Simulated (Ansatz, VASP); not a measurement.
**Hf5Te: VASP beside Ansatz**

```
CELL_PARAMETERS angstrom
5.88471 0.00000 0.00000
-2.94236 5.09631 0.00000
0.00000 0.00000 4.65104
ATOMIC_POSITIONS crystal
Hf 0.50000 0.00000 0.50000
Hf 0.50000 0.50000 0.50000
Hf 0.00000 0.50000 0.50000
Hf 0.33333 0.66667 0.00000
Hf 0.66667 0.33333 0.00000
Te 0.00000 0.00000 0.00000
```

Change from the starting cell: species swapped into the CaZn5 type (P6/mmm, No. 191).

Alike in both runs: task single point; functional PBE; k mesh 3 × 3 × 4; occupations gaussian, width 0.1 eV; no spin polarisation.

```csv
,VASP,Ansatz
version,VASP 6.6.1,Ansatz 0.2.0
potentials or method,"VASP PAW PBE potentials, release 64 (Hf_pv, Te), cutoff 520 eV","scalar-relativistic, plane waves, PAW"
valence electrons in the cell,56,146
```

```csv
,VASP,Ansatz,Ansatz less VASP
gap on the k mesh at the Fermi level (eV),none,none,-
pressure (GPa),7.0,7.3,+0.30
"traceless stress, the component that is largest in VASP (GPa)",1.54,1.53,-0.004
```

A gap of «none» marks a metal or a gap that the smearing closes. The functional is the same, so the differences come from potentials, cutoffs and numerics. VASP's potentials hold 56 valence electrons a cell and Ansatz's 146, so a difference there can come from the potentials and not from the codes.

The k mesh is coarse, so the values compare programs but aren't converged. Neither program's run includes spin-orbit coupling.
